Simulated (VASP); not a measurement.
## Ni: single point with PBE

Ni:

```xyz
2
Lattice="2.4480 0.0000 0.0000 -1.2240 2.1201 0.0000 0.0000 0.0000 4.0728" Properties=species:S:1:pos:R:3 pbc="T T T"
Ni    1.2240    0.7067    3.0546
Ni    0.0000    1.4134    1.0182
```

- Program: VASP 6.6.1
- Task: single point
- Functional: PBE
- Potentials or basis: VASP PAW PBE potentials, release 64 (Ni)
- Cutoff: 600 eV
- k mesh: 12 × 12 × 7
- Occupations: fermi-dirac, width 0.05 eV
- Spin: collinear spin, antiferromagnetic start
- Starting moments: [0.27, -0.27] μB
- Fixed moment: 0 μB

| Quantity | Value |
| --- | --- |
| Pressure | 6.0 GPa |
| Net moment | 0.00 μB per cell |
| Site moments | Ni +0.22, -0.22 μB |
| Valence electrons inside the program's atomic spheres | Ni 9.37 |

Stress tensor (GPa, compression positive):
```
6.59 0.00 0.00
0.00 6.59 0.00
0.00 0.00 4.96
```

Wall time 82 s on 1 thread of Intel Xeon 6975P-C, with other jobs on the host, peak memory 0.19 GiB.

Caveat: the total moment is fixed, so each spin has its own Fermi level.
